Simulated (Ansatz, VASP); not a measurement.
## ZrS2: VASP beside Ansatz

Contents of INCAR:

```
  PREC = Accurate
  ENCUT = 500
  EDIFF = 1E-6
  ISMEAR = -1
  SIGMA = 0.051703999572871064
  LREAL = False
  LASPH = True
  NELM = 120
  ALGO = Normal
  ISIF = 2
  LWAVE = False
  LCHARG = False
  GGA = CA
  NBANDS = 19
  GGA_COMPAT = False
```

KPOINTS

```
Automatic mesh
0
Gamma
  3 3 1
```

The input POSCAR:

```
ZrS2
1.0
    3.6913825498      0.0000000000      0.0000000000
   -1.8456912749      3.1968310632      0.0000000000
    0.0000000000      0.0000000000      6.0410770100
Zr S
1 2
Direct
    0.0000000000      0.0000000000      0.0000000000
    0.6666666667      0.3333333333      0.7620900300
    0.3333333333      0.6666666667      0.2379099700
```

Input for Ansatz:

```yaml
crystal:
  lattice:
    - [3.6913825498, 0.0, 0.0]
    - [-1.8456912749, 3.1968310632, 0.0]
    - [0.0, 0.0, 6.04107701]
  atoms:
    - { symbol: Zr, position: [0.0, 0.0, 0.0] }
    - { symbol: S, position: [0.6666666667, 0.3333333333, 0.76209003] }
    - { symbol: S, position: [0.3333333333, 0.6666666667, 0.23790997] }
basis:
  ecutwfc: 420
kpoints:
  mp_grid: { grid: [3, 3, 1] }
hamiltonian:
  xc: lda
scf:
  occupations: { method: fermi_dirac, width: "600 K" }
output:
  forces: true
  stress: true
  eigenvalues: true
```

Alike in both runs: task single point; functional LDA; k mesh 3 × 3 × 1; no spin polarisation.

|  | VASP | Ansatz |
| --- | --- | --- |
| version | VASP 6.6.1 | Ansatz 0.2.0 |
| potentials or method | VASP PAW LDA potentials, release 64 (Zr_sv, S), cutoff 500 eV | scalar-relativistic, plane waves, PAW |
| occupations | fermi-dirac, width 0.051704 eV | fermi-dirac |
| valence electrons in the cell | 24 | 24 |

VASP gave:

* gap on the k mesh at the Fermi level (eV): 1.21
* least direct gap on the mesh (eV): 1.46
* pressure (GPa): -4.7
* traceless stress, the component that is largest in VASP (GPa): -2.13
* rms of the force components (eV/Å): 0.195

Which values does Ansatz return?

gap on the k mesh at the Fermi level (eV): 1.22; least direct gap on the mesh (eV): 1.46; pressure (GPa): -4.8; traceless stress, the component that is largest in VASP (GPa): -2.13; rms of the force components (eV/Å): 0.204.

LDA's correlation is that of Perdew and Zunger in VASP and of Perdew and Wang (1992) in Ansatz. Atom by atom the forces differ by 0.009 eV/Å (rms over components).

The k mesh is coarse, so the values compare programs but aren't converged.
